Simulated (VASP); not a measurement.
# MoSe (F-43m) in VASP: notebook

MoSe is run at these levels: PBE+U; tasks: single point.

Program: VASP 6.6.1. These are calculated values, not measurements. Logs are shortened: lines on timing, memory, paths and dates and some standing lists are left out, and cuts for length are marked.

### Step 1. The cell of the first run

It takes space group F-43m (No. 216, cubic). Conventional cell: a = 6.449 Å, b = 6.449 Å, c = 6.449 Å, α = 90.00°, β = 90.00°, γ = 90.00°. Mo (site symmetry -43m) has 4 Se at 2.79 Å within 3.7 Å. Se (site symmetry -43m) has 4 Mo at 2.79 Å within 3.7 Å.

### Step 2. Single point, PBE+U, collinear spin

File INCAR:

```
  ALGO = Normal
  EDIFF = 1E-6
  ENCUT = 520
  GGA = PE
  ISIF = 2
  ISMEAR = 0
  ISPIN = 2
  LASPH = T
  LCHARG = F
  LDAU = T
  LDAUJ = 0 0
  LDAUL = 2 -1
  LDAUPRINT = 1
  LDAUTYPE = 2
  LDAUU = 4.38 0
  LMAXMIX = 4
  LORBIT = 11
  LREAL = F
  LWAVE = F
  MAGMOM = 2 0
  NBANDS = 21
  NELM = 150
  PREC = Accurate
  SIGMA = 0.1
```

File KPOINTS:

```
k-points
0
Gamma
  12 12 12
```

File POSCAR:

```
MoSe
1.0
    0.0000000000      3.2242768696      3.2242768696
    3.2242768696      0.0000000000      3.2242768696
    3.2242768696      3.2242768696      0.0000000000
Mo Se
1 1
Direct
    0.0000000000      0.0000000000      0.0000000000
    0.2500000000      0.2500000000      0.2500000000
```

Potentials or basis: VASP PAW PBE potentials, release 64 (Mo_sv, Se).

The run is started by

```
$ cat potpaw_PBE.64/Mo_sv/POTCAR potpaw_PBE.64/Se/POTCAR > POTCAR
$ mpirun -np 1 vasp_std > vasp.out
```

OUTCAR:

```text
EDIFF = 1E-6
   ENCUT = 520
   GGA = PE
   ISIF = 2
   ISMEAR = 0
   ISPIN = 2
   LASPH = T
   LORBIT = 11
   LREAL = F
   NELM = 150
   PREC = Accurate

 ion  position               nearest neighbor table
   1  0.000  0.000  0.000-   2 2.79   2 2.79   2 2.79   2 2.79
   2  0.250  0.250  0.250-   1 2.79   1 2.79   1 2.79   1 2.79

  LATTYP: Found a face centered cubic cell.
 ALAT       =     6.4485537392

  Lattice vectors:

 A1 = (   0.0000000000,   3.2242768696,   3.2242768696)
 A2 = (   3.2242768696,   0.0000000000,   3.2242768696)
 A3 = (   3.2242768696,   3.2242768696,   0.0000000000)

Analysis of symmetry for initial positions (statically):
=====================================================================
 Subroutine PRICEL returns:
 Original cell was already a primitive cell.

 Routine SETGRP: Setting up the symmetry group for a
 face centered cubic supercell.

 Subroutine GETGRP returns: Found 24 space group operations
 (whereof 24 operations were pure point group operations)
 out of a pool of 48 trial point group operations.

The static configuration has the point symmetry T_d .

Analysis of symmetry for dynamics (positions and initial velocities):
=====================================================================
 Subroutine PRICEL returns:
 Original cell was already a primitive cell.

 Routine SETGRP: Setting up the symmetry group for a
 face centered cubic supercell.

 Subroutine GETGRP returns: Found 24 space group operations
 (whereof 24 operations were pure point group operations)
 out of a pool of 48 trial point group operations.

The dynamic configuration has the point symmetry T_d .

Analysis of structural, dynamic, and magnetic symmetry:
=====================================================================
 Subroutine PRICEL returns:
 Original cell was already a primitive cell.

 Routine SETGRP: Setting up the symmetry group for a
 face centered cubic supercell.

 Subroutine GETGRP returns: Found 24 space group operations
 (whereof 24 operations were pure point group operations)
 out of a pool of 48 trial point group operations.

The overall configuration has the point symmetry T_d .

 Subroutine INISYM returns: Found 24 space group operations
 (whereof 24 operations are pure point group operations),
 and found     1 'primitive' translations

----------------------------------------------------------------------------------------

                                     Primitive cell

  volume of cell :      67.0389

  direct lattice vectors                    reciprocal lattice vectors
     0.000000000  3.224276870  3.224276870    -0.155073531  0.155073531  0.155073531
     3.224276870  0.000000000  3.224276870     0.155073531 -0.155073531  0.155073531
     3.224276870  3.224276870  0.000000000     0.155073531  0.155073531 -0.155073531

  length of vectors
     4.559816078  4.559816078  4.559816078     0.268595235  0.268595235  0.268595235

  position of ions in fractional coordinates (direct lattice)
     0.000000000  0.000000000  0.000000000
     0.250000000  0.250000000  0.250000000

  ion indices of the primitive-cell ions
   primitive index   ion index
                 1           1
                 2           2

----------------------------------------------------------------------------------------

 KPOINTS: k-points

Automatic generation of k-mesh.
 Grid dimensions read from file:
 generate k-points for:   12   12   12

 Generating k-lattice:

  Cartesian coordinates                     Fractional coordinates (reciprocal lattice)
    -0.012922794  0.012922794  0.012922794     0.083333333  0.000000000  0.000000000
     0.012922794 -0.012922794  0.012922794     0.000000000  0.083333333  0.000000000
     0.012922794  0.012922794 -0.012922794     0.000000000  0.000000000  0.083333333

  Length of vectors
     0.022382936  0.022382936  0.022382936

  Shift w.r.t. Gamma in fractional coordinates (k-lattice)
     0.000000000  0.000000000  0.000000000

 Subroutine IBZKPT returns following result:
 ===========================================

 Found     72 irreducible k-points:

 Following reciprocal coordinates:
            Coordinates               Weight
  0.000000  0.000000  0.000000      1.000000
  0.083333  0.000000  0.000000      8.000000
  0.166667  0.000000  0.000000      8.000000
  0.250000  0.000000  0.000000      8.000000
  0.333333  0.000000  0.000000      8.000000
  0.416667  0.000000  0.000000      8.000000
[... 16 lines left out ...]
  0.500000  0.166667  0.000000     24.000000
 -0.416667  0.166667  0.000000     24.000000
 [... further k-points ...]
   k-points           NKPTS =     72   k-points in BZ     NKDIM =     72   number of bands    NBANDS=     21
   number of dos      NEDOS =    301   number of ions     NIONS =      2
   total plane-waves  NPLWV =  46656
   dimension x,y,z NGX =    36 NGY =   36 NGZ =   36
   dimension x,y,z NGXF=    72 NGYF=   72 NGZF=   72
   ions per type =               1   1
[... 77 lines left out ...]
  o =  0.7020  v =  1.0000  0.0000  0.0000  0.0000  0.0000  0.0000  0.0000  0.0000  0.0000  0.0000      0.0000  0.0000  0.0000  0.0000  0.0000  0.0000  0.0000  0.0000  0.0000  0.0000
  o =  0.7020  v =  0.0000  0.0432  0.0000  0.9991 -0.0000  0.0000  0.0000  0.0000  0.0000  0.0000      0.0000  0.0000  0.0000  0.0000  0.0000  0.0000  0.0000  0.0000  0.0000  0.0000
  o =  0.8300  v =  0.0000 -0.0000  0.2331  0.0000  0.9724  0.0000  0.0000  0.0000  0.0000  0.0000      0.0000  0.0000  0.0000  0.0000  0.0000  0.0000  0.0000  0.0000  0.0000  0.0000
  o =  0.8300  v =  0.0000 -0.0000 -0.9724  0.0000  0.2331  0.0000  0.0000  0.0000  0.0000  0.0000      0.0000  0.0000  0.0000  0.0000  0.0000  0.0000  0.0000  0.0000  0.0000  0.0000

 number of electron      20.0000000 magnetization       3.9999753

 Free energy of the ion-electron system (eV)
  ---------------------------------------------------
  ext. energy  EPLUGINS =         0.00000000
  ---------------------------------------------------
  free energy    TOTEN  =        -9.78924127 eV

  energy without entropy =       -9.78274139  energy(sigma->0) =       -9.78599133

 E-fermi :   2.9280     XC(G=0):  -8.3202

 val. band max:        2.9142410030   @ k =   0.4167   0.3333   0.0833
 cond. band min:       2.9459878790   @ k =   0.2500   0.1667   0.0833
 fundamental gap:      0.0317468760
 Fermi energy:         2.9280435121

 spin component 1

 k-point     1 :       0.0000    0.0000    0.0000
  band No.  band energies     occupation
      1     -58.6149      1.00000
      2     -32.8399      1.00000
      3     -32.8399      1.00000
      4     -32.8399      1.00000
      5     -10.0009      1.00000
      6      -1.0473      1.00000
[... 13 lines left out ...]
     20      13.6330      0.00000
     21      13.6330      0.00000

 k-point     2 :       0.0833    0.0000    0.0000
  band No.  band energies     occupation
      1     -58.6149      1.00000
      2     -32.8404      1.00000
      3     -32.8400      1.00000
      4     -32.8400      1.00000
      5      -9.9836      1.00000
      6      -1.0901      1.00000
[... 520 lines left out ...]
 k-point    24 :      -0.4167    0.1667    0.0000
  band No.  band energies     occupation
      1     -58.6146      1.00000
      2     -32.8467      1.00000
      3     -32.8423      1.00000
      4     -32.8413      1.00000
      5      -9.7126      1.00000
      6      -1.1382      1.00000
[... 13 lines left out ...]
     20      13.4917      0.00000
     21      15.3617      0.00000

 [... further k-points ...]

 spin component 2

 k-point     1 :       0.0000    0.0000    0.0000
  band No.  band energies     occupation
      1     -56.2682      1.00000
      2     -30.2222      1.00000
      3     -30.2222      1.00000
      4     -30.2222      1.00000
      5     -10.1851      1.00000
      6       0.2755      1.00000
[... 13 lines left out ...]
     20      14.8534      0.00000
     21      14.8534      0.00000

 k-point     2 :       0.0833    0.0000    0.0000
  band No.  band energies     occupation
      1     -56.2682      1.00000
      2     -30.2228      1.00000
      3     -30.2223      1.00000
      4     -30.2223      1.00000
      5     -10.1687      1.00000
      6       0.1569      1.00000
[... 520 lines left out ...]
 k-point    24 :      -0.4167    0.1667    0.0000
  band No.  band energies     occupation
      1     -56.2679      1.00000
      2     -30.2306      1.00000
      3     -30.2250      1.00000
      4     -30.2239      1.00000
      5      -9.9078      1.00000
      6      -0.7617      1.00000
[... 13 lines left out ...]
     20      14.4942      0.00000
     21      16.2612      0.00000

 [... further k-points ...]
[... 5 lines left out ...]
  --------------------------------------------------------------------------------------
  -------------------------------------------------------------------------------------
  Total       -1.8068037     -1.8068037     -1.8068037      0.0000000      0.0000000      0.0000000
  in kB      -43.1811868    -43.1811868    -43.1811868      0.0000000      0.0000000      0.0000000
  external PRESSURE =     -43.1811868 kB  Pullay stress =       0.0000000 kB

 VOLUME and BASIS-vectors are now :
 -----------------------------------------------------------------------------
  energy-cutoff  :      520.00
  volume of cell :       67.04
      direct lattice vectors                 reciprocal lattice vectors
     0.000000000  3.224276870  3.224276870    -0.155073531  0.155073531  0.155073531
     3.224276870  0.000000000  3.224276870     0.155073531 -0.155073531  0.155073531
     3.224276870  3.224276870  0.000000000     0.155073531  0.155073531 -0.155073531

 POSITION                                       TOTAL-FORCE (eV/Angst)
 -----------------------------------------------------------------------------------
      0.00000      0.00000      0.00000         0.000000      0.000000      0.000000
      1.61214      1.61214      1.61214        -0.000000     -0.000000     -0.000000
 -----------------------------------------------------------------------------------
    total drift:                                0.000000      0.000000      0.000000

  FREE ENERGIE OF THE ION-ELECTRON SYSTEM (eV)
  ---------------------------------------------------
  free  energy   TOTEN  =        -9.7892412666 eV

  energy  without entropy=       -9.7827413883  energy(sigma->0) =       -9.78599133

 total charge

# of ion       s       p       d       tot
------------------------------------------
    1        2.198   6.038   3.895  12.130
    2        1.449   2.328   0.026   3.802
--------------------------------------------------
tot          3.646   8.366   3.920  15.932

 magnetization (x)

# of ion       s       p       d       tot
------------------------------------------
    1        0.065   0.034   3.574   3.673
    2        0.002  -0.264   0.023  -0.240
--------------------------------------------------
tot          0.066  -0.230   3.597   3.433
```

Run time: 2.6 min. Hardware: 1 thread of AMD EPYC 9R14 (Zen 4), shared host; peak memory 0.3 GiB.

Results:

* Free energy: -9.7892 eV
* Pressure: -4.3 GPa
* Band gap on the k mesh: zero (filled and empty bands overlap)
* Net moment: 4.00 μB per cell
* Site moments: Mo +3.67; Se -0.24 μB
* Valence electrons inside the program's atomic spheres: Mo 12.13; Se 3.80

Levels at points of the mesh, in eV from the Fermi level:
Spin up:
```tsv
k point	band 8	band 9	band 10	band 11	band 12	band 13	band 14	band 15	band 16	band 17
(0.00, 0.00, 0.00)	-3.98	-2.37	-2.37	0.06	1.53	1.53	1.53	5.90	5.90	5.90
(0.50, 0.00, 0.00)	-3.78	-2.14	-2.14	-1.54	0.42	0.42	2.40	5.82	6.56	6.56
(0.50, 0.50, 0.00)	-3.19	-2.11	-1.91	-1.74	-0.77	-0.77	3.32	4.71	7.41	9.15
```
Spin down:
```csv
k point,band 5,band 6,band 7,band 8,band 9,band 10,band 11,band 12
"(0.00, 0.00, 0.00)",-13.11,-2.65,-2.65,-2.65,1.19,3.14,3.14,5.07
"(0.50, 0.00, 0.00)",-12.86,-3.83,-2.59,-2.59,2.76,3.27,3.27,3.71
"(0.50, 0.50, 0.00)",-12.78,-3.86,-2.64,-2.64,1.55,2.61,3.66,3.66
```

Eigenvalues of the final occupation matrices:
```
    site  spin  trace               eigenvalues
site 1 d     1   3.77  0.70 0.70 0.70 0.83 0.83
site 1 d     2   0.16  0.01 0.01 0.05 0.05 0.05
```

Caveat: the cell stands under tension.

### Step 3. Single point, PBE+U, collinear spin

This run uses another cell than the first one, of 35.96 Å³/atom.

File INCAR:

```
SYSTEM = MoSe
PREC     = Accurate       ! precision mode
ENCUT    = 520            ! plane-wave cutoff, eV
EDIFF    = 1E-7           ! SCF threshold, eV
ISMEAR   = 0              ! smearing method
SIGMA    = 0.1            ! smearing width, eV
LREAL    = .False.        ! projectors in reciprocal space
LASPH    = .True.         ! aspherical terms in the spheres
NELM     = 150            ! most SCF steps
ALGO     = Normal         ! electronic algorithm
ISIF     = 2              ! what is computed and relaxed
LWAVE    = .False.        ! write WAVECAR
LCHARG   = .True.         ! write CHGCAR
ISPIN    = 2              ! spin polarisation
MAGMOM   = 2 0            ! initial moments
LORBIT   = 11             ! projections on sites
LMAXMIX  = 4              ! l up to which the mixer works
LDAU     = .True.         ! DFT+U
LDAUTYPE = 2            
LDAUL    = 2 -1           ! shell
LDAUU    = 4.38 0         ! U, eV
LDAUJ    = 0 0          
LDAUPRINT= 1            
GGA      = PE             ! functional
LELF     = .True.         ! ELF
LVHAR    = .True.       
NBANDS   = 21             ! bands
```

File KPOINTS:

```
Automatic mesh
0
Gamma
  12 12 12
  0 0 0
```

File POSCAR:

```
MoSe
1.0
    0.0000000000      3.3006193022      3.3006193022
    3.3006193022      0.0000000000      3.3006193022
    3.3006193022      3.3006193022      0.0000000000
Mo Se
1 1
Direct
    0.0000000000      0.0000000000      0.0000000000
    0.2500000000      0.2500000000      0.2500000000
```

Potentials or basis: VASP PAW PBE potentials, release 64 (Mo_sv, Se).

The run is started by

```
$ cat potpaw_PBE.64/Mo_sv/POTCAR potpaw_PBE.64/Se/POTCAR > POTCAR
$ mpirun -np 1 vasp_std > vasp.out
```

It took 3 min on 1 thread of AMD EPYC 9R14 (Zen 4), shared host; peak memory 0.32 GiB.

Results (log left out):

```
Free energy                                           : -9.6331 eV
Pressure                                              : -5.9 GPa
Band gap on the k mesh                                : zero (filled and empty bands overlap)
Net moment                                            : 4.00 μB per cell
Site moments                                          : Mo +3.71; Se -0.26 μB
Valence electrons inside the program's atomic spheres : Mo 12.10; Se 3.77
```

Levels at points of the mesh, in eV from the Fermi level:
Spin up:
| k point | band 8 | band 9 | band 10 | band 11 | band 12 | band 13 | band 14 | band 15 | band 16 | band 17 |
| --- | --- | --- | --- | --- | --- | --- | --- | --- | --- | --- |
| (0.00, 0.00, 0.00) | -3.62 | -2.22 | -2.22 | 0.08 | 1.38 | 1.38 | 1.38 | 5.87 | 5.87 | 5.87 |
| (0.50, 0.00, 0.00) | -3.45 | -2.01 | -2.01 | -1.43 | 0.41 | 0.41 | 2.36 | 5.68 | 6.47 | 6.47 |
| (0.50, 0.50, 0.00) | -2.91 | -2.01 | -1.72 | -1.65 | -0.67 | -0.67 | 3.29 | 4.50 | 7.24 | 8.81 |
Spin down:
```tsv
k point	band 4	band 5	band 6	band 7	band 8	band 9	band 10	band 11	band 12	band 13
(0.00, 0.00, 0.00)	-33.00	-12.81	-2.38	-2.38	-2.38	1.22	3.34	3.34	5.05	5.05
(0.50, 0.00, 0.00)	-33.00	-12.60	-3.49	-2.34	-2.34	2.93	3.45	3.45	3.69	4.11
(0.50, 0.50, 0.00)	-33.00	-12.54	-3.51	-2.41	-2.41	1.85	2.80	3.81	3.81	4.03
```

Eigenvalues of the final occupation matrices:
```
    site  spin  trace               eigenvalues
site 1 d     1   3.78  0.70 0.70 0.70 0.83 0.83
site 1 d     2   0.14  0.01 0.01 0.04 0.04 0.04
```

Caveat: the cell stands under tension.

### Step 4. Single point, PBE+U, collinear spin

This run uses another cell than the first one: it holds 4 atoms, not 2.

File INCAR:

```
SYSTEM = MoSe
PREC = Accurate
ENCUT = 520
EDIFF = 1E-6
ISMEAR = 0
SIGMA = 0.1
LREAL = .FALSE.
LASPH = .TRUE.
NELM = 150
ALGO = Normal
ISIF = 2
LWAVE = .FALSE.
LCHARG = .FALSE.
ISPIN = 2
MAGMOM = 2 -2 0 0
LORBIT = 11
LMAXMIX = 4
LDAU = .TRUE.
LDAUTYPE = 2
LDAUL = 2 -1
LDAUU = 4.38 0
LDAUJ = 0 0
LDAUPRINT = 1
GGA = PE
NBANDS = 32
```

File KPOINTS:

```
regular mesh
0
G
  12 12 6
  0 0 0
```

File POSCAR:

```
MoSe
1.0
    0.0000000000      2.8995555161      2.8995555161
    2.8995555161      0.0000000000      2.8995555161
    5.7991110322      5.7991110322      0.0000000000
Mo Se
2 2
Direct
    1.0000000000      0.0000000000      0.0000000000
    1.0000000000      0.0000000000      0.5000000000
    0.2500000000      0.2500000000      0.1250000000
    0.2500000000      0.2500000000      0.6250000000
```

The run is started by

```
$ cat potpaw_PBE.64/Mo_sv/POTCAR potpaw_PBE.64/Se/POTCAR > POTCAR
$ mpirun -np 1 vasp_std > vasp.out
```

It took 14 min on 1 thread of Oxide Virtual Turin-like, shared host; peak memory 0.54 GiB.

The run converged. Its results:

* Free energy: -19.1194 eV
* Pressure: 10.9 GPa
* Band gap on the k mesh: zero (filled and empty bands overlap)
* Net moment: 0.00 μB per cell
* Site moments: Mo +3.10, -3.10; Se -0.10, +0.10 μB
* Valence electrons inside the program's atomic spheres: Mo 12.33; Se 3.99

Stress tensor (GPa, compression positive):
```
10.87  0.92 -0.92
 0.92 10.87 -0.92
-0.92 -0.92 10.87
```

Levels at points of the mesh, in eV from the Fermi level:
Spin up:
| k point | band 17 | band 18 | band 19 | band 20 | band 21 | band 22 | band 23 | band 24 |
| --- | --- | --- | --- | --- | --- | --- | --- | --- |
| (0.00, 0.00, 0.00) | -2.54 | -2.54 | -0.34 | 0.76 | 1.37 | 1.37 | 2.29 | 2.29 |
| (0.50, 0.00, 0.00) | -2.44 | -2.24 | -1.77 | -0.85 | 0.02 | 1.34 | 1.94 | 2.58 |
| (0.00, 0.00, 0.50) | -2.72 | -2.72 | 0.16 | 1.05 | 1.05 | 2.22 | 2.65 | 3.01 |
| (0.50, 0.00, 0.50) | -2.42 | -2.23 | -1.66 | -1.41 | 0.01 | 1.44 | 2.40 | 2.76 |
Spin down:
| k point | band 16 | band 17 | band 18 | band 19 | band 20 | band 21 | band 22 | band 23 | band 24 | band 25 |
| --- | --- | --- | --- | --- | --- | --- | --- | --- | --- | --- |
| (0.00, 0.00, 0.00) | -4.20 | -2.54 | -2.54 | -0.34 | 0.76 | 1.37 | 1.37 | 2.29 | 2.29 | 3.29 |
| (0.50, 0.00, 0.00) | -3.79 | -2.44 | -2.24 | -1.77 | -0.85 | 0.02 | 1.34 | 1.94 | 2.58 | 2.70 |
| (0.00, 0.00, 0.50) | -4.13 | -2.72 | -2.72 | 0.16 | 1.05 | 1.05 | 2.22 | 2.65 | 3.01 | 3.01 |
| (0.50, 0.00, 0.50) | -3.86 | -2.42 | -2.23 | -1.66 | -1.41 | 0.01 | 1.44 | 2.40 | 2.76 | 2.97 |

Eigenvalues of the final occupation matrices:
```tsv
site	spin	trace	eigenvalues
site 1 d	1	3.53	0.59 0.59 0.72 0.82 0.82
site 1 d	2	0.48	0.04 0.04 0.12 0.12 0.16
site 2 d	1	0.48	0.04 0.04 0.12 0.12 0.16
site 2 d	2	3.53	0.59 0.59 0.72 0.82 0.82
```

Caveat: the cell stands under pressure.

### Step 5. The runs side by side

| cell | k mesh | gap on the mesh (eV) | pressure (GPa) | moment (μB) |
| --- | --- | --- | --- | --- |
| a = 4.560 Å, angles 60.0°, 2 atoms, atomic positions A | 12 × 12 × 12 | none | -4.3 | 4.00 |
| a = 4.668 Å, angles 60.0°, 2 atoms, atomic positions A | 12 × 12 × 12 | none | -5.9 | 4.00 |
| a = 4.101, b = 4.101, c = 8.201 Å, angles 60.0°, 4 atoms, atomic positions B | 12 × 12 × 6 | none | 10.9 | 0.00 |

Alike in all rows: task single point; level PBE+U; potentials or basis VASP PAW PBE potentials, release 64 (Mo_sv, Se); spin collinear; Mo d U = 4.38 eV; cutoff (eV) 520; smearing gaussian 0.1 eV.

Caveats: the cell stands under tension (at least some runs); the cell stands under pressure (at least some runs).

Absolute energies hang on the potentials; compare differences alone.

The gap in the log of VASP goes by the Fermi energy; the results here count the filled bands.